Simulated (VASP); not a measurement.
Runs of VASP 6.6.1 on Ge. The structure is that of space group Cmmm (No. 65), or close to it. The cells are those of the table. 

| cell | gap on the mesh (eV) | pressure (GPa) |
| --- | --- | --- |
| a = 2.912, b = 2.912, c = 2.662 Å, angles 90.0, 90.0, 123.5°, 1 atom | none | -0.7 |
| a = 2.932, b = 2.932, c = 2.680 Å, angles 90.0, 90.0, 123.5°, 1 atom | none | (a) |
| a = 2.991, b = 2.991, c = 2.734 Å, angles 90.0, 90.0, 123.5°, 1 atom | none | -5.6 |
| a = 2.972, b = 2.972, c = 2.716 Å, angles 90.0, 90.0, 123.5°, 1 atom | none | -4.5 |
| a = 3.010, b = 3.010, c = 2.751 Å, angles 90.0, 90.0, 123.5°, 1 atom | none | -6.5 |
| a = 2.952, b = 2.952, c = 2.698 Å, angles 90.0, 90.0, 123.5°, 1 atom | none | -3.3 |
| a = 2.892, b = 2.892, c = 2.643 Å, angles 90.0, 90.0, 123.5°, 1 atom | none | (b) |

Alike in all rows: task single point; level r2SCAN; potentials or basis VASP PAW PBE potentials, release 64 (Ge_d); no spin polarisation; k mesh 12 × 12 × 11; cutoff (eV) 520; smearing methfessel-paxton 0.15 eV.

Question: Estimate the missing entries.

Answer: (a) -2.1; (b) 1.0.

Caveats: the PAW data sets were made with another functional, which shifts forces and pressure a little; the cell stands under tension (at least some runs).

A k mesh can miss the band edges, and the runs leave out spin-orbit coupling on Ge.

A gap of «none» marks levels without a gap at the run's occupations.
